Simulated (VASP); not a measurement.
A run of VASP 6.6.1 is set up as follows.

File INCAR:

```
SYSTEM = GaAs
ALGO     = Normal         ! electronic algorithm
EDIFF    = 1E-6           ! SCF threshold, eV
ENCUT    = 520            ! plane-wave cutoff, eV
GGA      = PE             ! functional
ISIF     = 2              ! what is computed and relaxed
ISMEAR   = 0              ! smearing method
LASPH    = .TRUE.         ! aspherical terms in the spheres
LCHARG   = .FALSE.        ! write CHGCAR
LREAL    = .FALSE.        ! projectors in reciprocal space
LWAVE    = .FALSE.        ! write WAVECAR
NBANDS   = 16             ! bands
NELM     = 100            ! most SCF steps
PREC     = Accurate       ! precision mode
SIGMA    = 0.019000000000000003 ! smearing width, eV
```

KPOINTS

```
k-points
0
G
  8 8 8
  0 0 0
```

The input POSCAR:

```
GaAs
1.0
    0.0000000000      2.8268500000      2.8268500000
    2.8268500000      0.0000000000      2.8268500000
    2.8268500000      2.8268500000      0.0000000000
As Ga
1 1
Direct
    0.7500000000      0.7500000000      0.7500000000
    0.0000000000      0.0000000000      0.0000000000
```

Potentials or basis: VASP PAW PBE potentials, release 64 (As, Ga_d).

Command:

```bash
$ cat potpaw_PBE.64/As/POTCAR potpaw_PBE.64/Ga_d/POTCAR > POTCAR
$ mpirun -np 1 vasp_std > vasp.out
```

Problem. What does it give for the band gap on the k mesh?

Solution. 0.52 eV, direct.

Problem. Predict the pressure.

Solution. 3.4 GPa.

A k mesh can miss the band edges.
